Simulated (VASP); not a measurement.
# Ca (R-3m) in VASP: single point with PBEsol

Aim: the single point of Ca with PBEsol.

Program: VASP 6.6.1. These are calculated values, not measurements. Logs are shortened: lines on timing, memory, paths and dates and some standing lists are left out, and cuts for length are marked.

## 1. The cell of the first run

It takes space group R-3m (No. 166, trigonal). Conventional cell: a = 5.421 Å, b = 5.421 Å, c = 5.552 Å, α = 90.00°, β = 90.00°, γ = 120.00°. Within 4.9 Å of Ca (site symmetry -3m) lie 12 Ca at 3.64 to 4.85 Å.

## 2. Single point, PBEsol (strained)

INCAR

```
SYSTEM = Ca
PREC     = Accurate       ! precision mode
ENCUT    = 520            ! plane-wave cutoff, eV
EDIFF    = 1E-6           ! SCF threshold, eV
ISMEAR   = 0              ! smearing method
SIGMA    = 0.1            ! smearing width, eV
LREAL    = .FALSE.        ! projectors in reciprocal space
LASPH    = .TRUE.         ! aspherical terms in the spheres
NELM     = 60             ! most SCF steps
ALGO     = Normal         ! electronic algorithm
ISIF     = 2              ! what is computed and relaxed
LWAVE    = .FALSE.        ! write WAVECAR
LCHARG   = .FALSE.        ! write CHGCAR
GGA      = PS             ! functional
NBANDS   = 11             ! bands
```

KPOINTS

```
regular mesh
0
G
  12 12 12
  0 0 0
```

POSCAR

```
Ca
1.0
    3.6241557522      0.2093193804     -0.2093193804
    0.2093193804      3.6241557522      0.2093193804
   -0.2093193804      0.2093193804      3.6241557522
Ca
1
Direct
    0.0000000000      0.0000000000      0.0000000000
```

Potentials or basis: VASP PAW PBE potentials, release 64 (Ca_sv).

On the command line:

```bash
$ cat potpaw_PBE.64/Ca_sv/POTCAR > POTCAR
$ mpirun -np 1 vasp_std > vasp.out
```

OUTCAR:

```text
SYSTEM = Ca
   PREC = Accurate
   ENCUT = 520
   EDIFF = 1E-6
   ISMEAR = 0
   LREAL = .FALSE.
   LASPH = .TRUE.
   NELM = 60
   ISIF = 2
   GGA = PS

 ion  position               nearest neighbor table
   1  0.000  0.000  0.000-

  LATTYP: Found a trigonal (rhomboedric) cell.
 ALAT       =     3.6362252574
 COS(alpha) =    -0.1114341646

  Lattice vectors:

 A1 = (  -0.2093193804,  -3.6241557522,  -0.2093193804)
 A2 = (   3.6241557522,   0.2093193804,  -0.2093193804)
 A3 = (  -0.2093193804,   0.2093193804,   3.6241557522)

Analysis of symmetry for initial positions (statically):
=====================================================================
 Subroutine PRICEL returns:
 Original cell was already a primitive cell.

 Routine SETGRP: Setting up the symmetry group for a
 trigonal (rhombohedral) supercell.

 Subroutine GETGRP returns: Found 12 space group operations
 (whereof 12 operations were pure point group operations)
 out of a pool of 12 trial point group operations.

The static configuration has the point symmetry D_3d.

Analysis of symmetry for dynamics (positions and initial velocities):
=====================================================================
 Subroutine PRICEL returns:
 Original cell was already a primitive cell.

 Routine SETGRP: Setting up the symmetry group for a
 trigonal (rhombohedral) supercell.

 Subroutine GETGRP returns: Found 12 space group operations
 (whereof 12 operations were pure point group operations)
 out of a pool of 12 trial point group operations.

The dynamic configuration has the point symmetry D_3d.

 Subroutine INISYM returns: Found 12 space group operations
 (whereof 12 operations are pure point group operations),
 and found     1 'primitive' translations

----------------------------------------------------------------------------------------

                                     Primitive cell

  volume of cell :      47.1068

  direct lattice vectors                    reciprocal lattice vectors
     3.624155752  0.209319380 -0.209319380     0.277893997 -0.017034081  0.017034081
     0.209319380  3.624155752  0.209319380    -0.017034081  0.277893997 -0.017034081
    -0.209319380  0.209319380  3.624155752     0.017034081 -0.017034081  0.277893997

  length of vectors
     3.636225257  3.636225257  3.636225257     0.278936181  0.278936181  0.278936181

  position of ions in fractional coordinates (direct lattice)
     0.000000000  0.000000000  0.000000000

  ion indices of the primitive-cell ions
   primitive index   ion index
                 1           1

----------------------------------------------------------------------------------------

 KPOINTS: regular mesh

Automatic generation of k-mesh.
 Grid dimensions read from file:
 generate k-points for:   12   12   12

 Generating k-lattice:

  Cartesian coordinates                     Fractional coordinates (reciprocal lattice)
     0.023157833 -0.001419507  0.001419507     0.083333333 -0.000000000  0.000000000
    -0.001419507  0.023157833 -0.001419507    -0.000000000  0.083333333  0.000000000
     0.001419507 -0.001419507  0.023157833     0.000000000  0.000000000  0.083333333

  Length of vectors
     0.023244682  0.023244682  0.023244682

  Shift w.r.t. Gamma in fractional coordinates (k-lattice)
     0.000000000  0.000000000  0.000000000

 Subroutine IBZKPT returns following result:
 ===========================================

 Found    189 irreducible k-points:

 Following reciprocal coordinates:
            Coordinates               Weight
  0.000000  0.000000  0.000000      1.000000
  0.083333  0.000000  0.000000      6.000000
  0.166667 -0.000000  0.000000      6.000000
  0.250000 -0.000000  0.000000      6.000000
  0.333333 -0.000000  0.000000      6.000000
  0.416667  0.000000  0.000000      6.000000
[... 16 lines left out ...]
  0.500000  0.166667 -0.000000     12.000000
 -0.416667  0.166667 -0.000000     12.000000
 [... further k-points ...]
   k-points           NKPTS =    189   k-points in BZ     NKDIM =    189   number of bands    NBANDS=     11
   number of dos      NEDOS =    301   number of ions     NIONS =      1
   total plane-waves  NPLWV =  21952
   dimension x,y,z NGX =    28 NGY =   28 NGZ =   28
   dimension x,y,z NGXF=    56 NGYF=   56 NGZF=   56
   ions per type =               1
   NGX,Y,Z   is equivalent  to a cutoff of  12.80, 12.80, 12.80 a.u.
   NGXF,Y,Z  is equivalent  to a cutoff of  25.60, 25.60, 25.60 a.u.
 SYSTEM =  Ca
   PREC   = accura    normal or accurate (medium, high low for compatibility)
   ISTART =      0    job   : 0-new  1-cont  2-samecut
   ICHARG =      2    charge: 1-file 2-atom 10-const
   ISPIN  =      1    spin polarized calculation?
   LNONCOLLINEAR =      F non collinear calculations
   LSORBIT =      F    spin-orbit coupling
   LASPH  =      T    aspherical Exc in radial PAW
   ENCUT  =  520.0 eV  38.22 Ry    6.18 a.u.   6.76  6.76  6.76*2*pi/ulx,y,z
   NELM   =     60;   NELMIN=  2; NELMDL= -5     # of ELM steps
   EDIFF  = 0.1E-05   stopping-criterion for ELM
   LREAL  =      F    real-space projection
   EDIFFG = 0.1E-04   stopping-criterion for IOM
   NSW    =      0    number of steps for IOM
   IBRION =     -1    ionic relax: 0-MD 1-quasi-New 2-CG
   NFREE  =      0    steps in history (QN), initial steepest desc. (CG)
   ISIF   =      2    stress and relaxation
   ISYM   =      2    0-nonsym 1-usesym 2-fastsym
   POTIM  = 0.5000    time-step for ionic-motion
   TEBEG  =    0.0;   TEEND  =   0.0 temperature during run
   PSTRESS=    0.0 pullay stress
   NELECT =      10.0000    total number of electrons
   NUPDOWN=      -1.0000    fix difference up-down
   EMIN   =  10.00;   EMAX   =-10.00  energy-range for DOS
   EFERMI =   0.00;   METHOD = LEGACY
   ISMEAR =     0;   SIGMA  =   0.10  broadening in eV -4-tet -1-fermi 0-gaus
   EFERMI_NEDOS =   21; number of points for ismear=-14 and -15
   IALGO  =     38    algorithm
   IMIX   =      4    mixing-type and parameters
     AMIX     =   0.40;   BMIX     =  1.00
     AMIX_MAG =   1.60;   BMIX_MAG =  1.00
  volume/ion in A,a.u.               =      47.11       317.89
  Fermi-wavevector in a.u.,A,eV,Ry     =   0.976593  1.845494 12.976343  0.953734
  Thomas-Fermi vector in A             =   2.107224
   LORBIT       =      0    0 simple, 1 ext, 2 COOP (PROOUT), +10 PAW based schemes
   GGA     = PS    functional components
   LHFCALC =     F    Hartree Fock is set to
   AEXX    =    0.0000 exact exchange contribution
   IVDW    =     0    specifies the selected vdW correction
   LEPSILON=     F    determine dielectric tensor
   LRPA    =     F    only Hartree local field effects (RPA)
 non-spin polarized calculation
 Gauss-broadening in eV      SIGMA  =   0.10
  energy-cutoff  :      520.00
  volume of cell :       47.11
 maximum number of plane-waves:      1286
   NGX = 13   NGY = 13   NGZ = 13

 number of electron      10.0000002 magnetization

 Free energy of the ion-electron system (eV)
  ---------------------------------------------------
  ext. energy  EPLUGINS =         0.00000000
  ---------------------------------------------------
  free energy    TOTEN  =        -1.76624720 eV

  energy without entropy =       -1.75994542  energy(sigma->0) =       -1.76309631

 E-fermi :   1.4008     XC(G=0):  -7.4523

 val. band max:        1.3984356836   @ k =   0.2500   0.5000   0.0833
 cond. band min:       1.4121072685   @ k =   0.4167  -0.4167   0.1667
 fundamental gap:      0.0136715849
 Fermi energy:         1.4007531995

 k-point     1 :       0.0000    0.0000    0.0000
  band No.  band energies     occupation
      1     -40.7854      2.00000
      2     -21.7688      2.00000
      3     -21.7688      2.00000
      4     -21.7661      2.00000
      5      -2.3353      2.00000
      6       2.3390      0.00000
      7       2.3390      0.00000
      8       5.0181      0.00000
      9       5.1392      0.00000
     10       5.1392      0.00000
     11       9.3893      0.00000

 k-point     2 :       0.0833    0.0000    0.0000
  band No.  band energies     occupation
      1     -40.7846      2.00000
      2     -21.7785      2.00000
      3     -21.7680      2.00000
      4     -21.7659      2.00000
      5      -2.2425      2.00000
      6       2.3551      0.00000
      7       2.3615      0.00000
      8       4.9504      0.00000
      9       5.0583      0.00000
     10       5.1236      0.00000
     11       8.9508      0.00000

 k-point     3 :       0.1667   -0.0000    0.0000
  band No.  band energies     occupation
      1     -40.7824      2.00000
      2     -21.8066      2.00000
      3     -21.7659      2.00000
      4     -21.7638      2.00000
      5      -1.9697      2.00000
      6       2.3652      0.00000
      7       2.4228      0.00000
      8       4.7546      0.00000
      9       4.8609      0.00000
     10       5.1295      0.00000
     11       7.8971      0.00000

 k-point     4 :       0.2500   -0.0000    0.0000
  band No.  band energies     occupation
      1     -40.7794      2.00000
      2     -21.8447      2.00000
      3     -21.7631      2.00000
      4     -21.7609      2.00000
      5      -1.5333      2.00000
      6       2.2582      0.00000
      7       2.5048      0.00000
      8       4.5419      0.00000
      9       4.6363      0.00000
     10       5.1528      0.00000
     11       6.9627      0.00000

 k-point     5 :       0.3333   -0.0000    0.0000
  band No.  band energies     occupation
      1     -40.7764      2.00000
      2     -21.8826      2.00000
      3     -21.7602      2.00000
      4     -21.7580      2.00000
      5      -0.9610      2.00000
      6       1.9166      0.00000
      7       2.5824      0.00000
      8       4.3645      0.00000
      9       4.4549      0.00000
     10       5.1792      0.00000
     11       6.4040      0.00000
[... 211 lines left out ...]
 k-point    21 :       0.3333    0.1667   -0.0000
  band No.  band energies     occupation
      1     -40.7736      2.00000
      2     -21.8785      2.00000
      3     -21.7943      2.00000
      4     -21.7561      2.00000
      5      -0.7765      2.00000
      6       2.1773      0.00000
      7       2.8203      0.00000
      8       3.9117      0.00000
      9       4.4395      0.00000
     10       4.9242      0.00000
     11       6.7768      0.00000

 k-point    22 :       0.4167    0.1667   -0.0000
  band No.  band energies     occupation
      1     -40.7713      2.00000
      2     -21.9058      2.00000
      3     -21.7924      2.00000
      4     -21.7540      2.00000
      5      -0.1395      2.00000
      6       1.6268      0.00139
      7       2.8325      0.00000
      8       4.0243      0.00000
      9       4.3250      0.00000
     10       4.9537      0.00000
     11       6.3189      0.00000

 k-point    23 :       0.5000    0.1667   -0.0000
  band No.  band energies     occupation
      1     -40.7705      2.00000
      2     -21.9161      2.00000
      3     -21.7923      2.00000
      4     -21.7532      2.00000
      5       0.5007      2.00000
      6       1.0251      2.00000
      7       2.7898      0.00000
      8       4.0854      0.00000
      9       4.2884      0.00000
     10       4.9655      0.00000
     11       6.1943      0.00000

 k-point    24 :      -0.4167    0.1667   -0.0000
  band No.  band energies     occupation
      1     -40.7713      2.00000
      2     -21.9065      2.00000
      3     -21.7939      2.00000
      4     -21.7540      2.00000
      5       0.1749      2.00000
      6       1.3583      1.45173
      7       2.7003      0.00000
      8       4.0939      0.00000
      9       4.3729      0.00000
     10       4.9556      0.00000
     11       6.2648      0.00000

 [... further k-points ...]

------------------------ aborting loop because EDIFF is reached ----------------------------------------

  FORCE on cell =-STRESS in cart. coord.  units (eV):
  Direction    XX          YY          ZZ          XY          YZ          ZX
  --------------------------------------------------------------------------------------
  -------------------------------------------------------------------------------------
  Total       -0.3920714     -0.3920714     -0.3920714      0.2551356      0.2551356     -0.2551356
  in kB      -13.3349795    -13.3349795    -13.3349795      8.6775718      8.6775718     -8.6775718
  external PRESSURE =     -13.3349795 kB  Pullay stress =       0.0000000 kB

 VOLUME and BASIS-vectors are now :
 -----------------------------------------------------------------------------
  energy-cutoff  :      520.00
  volume of cell :       47.11
      direct lattice vectors                 reciprocal lattice vectors
     3.624155752  0.209319380 -0.209319380     0.277893997 -0.017034081  0.017034081
     0.209319380  3.624155752  0.209319380    -0.017034081  0.277893997 -0.017034081
    -0.209319380  0.209319380  3.624155752     0.017034081 -0.017034081  0.277893997

 POSITION                                       TOTAL-FORCE (eV/Angst)
 -----------------------------------------------------------------------------------
      0.00000      0.00000      0.00000        -0.000000      0.000000     -0.000000
 -----------------------------------------------------------------------------------
    total drift:                               -0.000000     -0.000000     -0.000000

  FREE ENERGIE OF THE ION-ELECTRON SYSTEM (eV)
  ---------------------------------------------------
  free  energy   TOTEN  =        -1.7662471957 eV

  energy  without entropy=       -1.7599454163  energy(sigma->0) =       -1.76309631
```

It took 74 s on 1 thread of Intel Xeon 8259CL, shared host; peak memory 0.23 GiB.

What came out:

* Free energy: -1.7662 eV
* Pressure: -1.3 GPa
* Band gap on the k mesh: zero (bands 5 and 6 overlap by 1.15 eV)

Caveat: the cell differs from its parent crystal (strained); the PAW data sets were made with another functional, which shifts forces and pressure a little.
